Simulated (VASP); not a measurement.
A run of VASP 6.6.1 is set up as follows.

The input INCAR:

```
SYSTEM = TiAl3
PREC = Accurate
ENCUT = 600
EDIFF = 1E-7
ISMEAR = -1
SIGMA = 0.1
LREAL = .False.
LASPH = .True.
NELM = 80
ALGO = Normal
ISIF = 3
LWAVE = .False.
LCHARG = .False.
GGA = PS
IBRION = 2
NSW = 80
EDIFFG = -0.01
PSTRESS = 200.0
```

Contents of KPOINTS:

```
Automatic mesh
0
Gamma
  6 6 6
  0 0 0
```

Contents of POSCAR:

```
TiAl3
1.0
    3.9556712500      0.0000000000      0.0000000000
    0.0000000000      3.9556712500      0.0000000000
    0.0000000000      0.0000000000      3.9556712500
Ti Al
1 3
Direct
    0.0000000000      0.0000000000      0.0000000000
    0.5000000000      0.5000000000      0.0000000000
    0.0000000000      0.5000000000      0.5000000000
    0.5000000000      0.0000000000      0.5000000000
```

Potentials or basis: VASP PAW PBE potentials, release 64 (Ti_sv, Al).

Launch:

```console
$ cat potpaw_PBE.64/Ti_sv/POTCAR potpaw_PBE.64/Al/POTCAR > POTCAR
$ mpirun -np 1 vasp_std > vasp.out
```

Question: What does it give for the relaxed volume?

Answer: 13.44 Å³/atom.

Question: What does it give for the space group after relaxing (to 0.05 Å)?

Answer: Pm-3m (No. 221).

Final structure:
```
CELL_PARAMETERS angstrom
3.77452 0.00000 0.00000
0.00000 3.77452 0.00000
0.00000 0.00000 3.77452
ATOMIC_POSITIONS crystal
Ti 0.00000 0.00000 0.00000
Al 0.50000 0.50000 0.00000
Al 0.00000 0.50000 0.50000
Al 0.50000 0.00000 0.50000
```

Caveat: the cell is relaxed towards a set pressure, so the enthalpy falls and the energy may rise; the PAW data sets were made with another functional, which shifts forces and pressure a little.
